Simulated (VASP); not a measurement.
Set up this calculation in VASP 6.6.1, as the native input.

```yaml
Task: relaxation of cell and atoms
Functional: PBE
Potentials_or_basis: VASP PAW PBE potentials, release 64 (Na_pv, F)
Cutoff: 600 eV
k_mesh: 6 × 6 × 6
Occupations: gaussian, width 0.1 eV
Spin: collinear spin, ferromagnetic start
Starting_moments: "[0.0, 0.55, 0.55] μB"
Dipole_correction: no
Further_INCAR_settings: ALGO = Normal; EDIFF = 1e-06; IBRION = 2; EDIFFG = -0.04; NSW = 90; ISIF = 3
```

The structure of NaF2 lies in POSCAR:

```
NaF2
1.0
    3.8293040740      0.0000000000      0.0000000000
   -1.9146520370      3.3162746069      0.0000000000
    0.0000000000      0.0000000000      3.0833155097
Na F
1 2
Direct
    0.0000000000      0.0000000000      0.0000000000
    0.3333333333      0.6666666667      0.5000000000
    0.6666666667      0.3333333333      0.5000000000
```

One way to write it, as run:

INCAR

```
PREC = Accurate ; ENCUT = 600
EDIFF = 1E-6 ; ISMEAR = 0
SIGMA = 0.1 ; LREAL = F
LASPH = T ; NELM = 150
ALGO = Normal ; ISIF = 3
LWAVE = F ; LCHARG = F
ISPIN = 2 ; MAGMOM = 0 0.55 0.55
LORBIT = 11 ; GGA = PE
IBRION = 2 ; NSW = 90
EDIFFG = -0.04
```

KPOINTS

```
regular mesh
0
Gamma
  6 6 6
```

Potentials or basis: VASP PAW PBE potentials, release 64 (Na_pv, F).

Launch:

```console
$ cat potpaw_PBE.64/Na_pv/POTCAR potpaw_PBE.64/F/POTCAR > POTCAR
$ mpirun -np 1 vasp_std > vasp.out
```

It gave:

```json
{
 "Pressure after relaxing": "-0.1 GPa",
 "Band gap on the k mesh": "zero (filled and empty bands overlap)",
 "Net moment": "1.00 μB per cell",
 "Site moments": "Na -0.00; F +0.47 μB",
 "Valence electrons inside the program's atomic spheres": "Na 5.99; F 5.94"
}
```

Caveat: the relaxation stopped at its first step, so nothing moved.

Run time: 13 s on 1 thread of Intel(R) Xeon(R) 6975P-C (Granite Rapids) (shared host), peak memory 0.19 GiB.
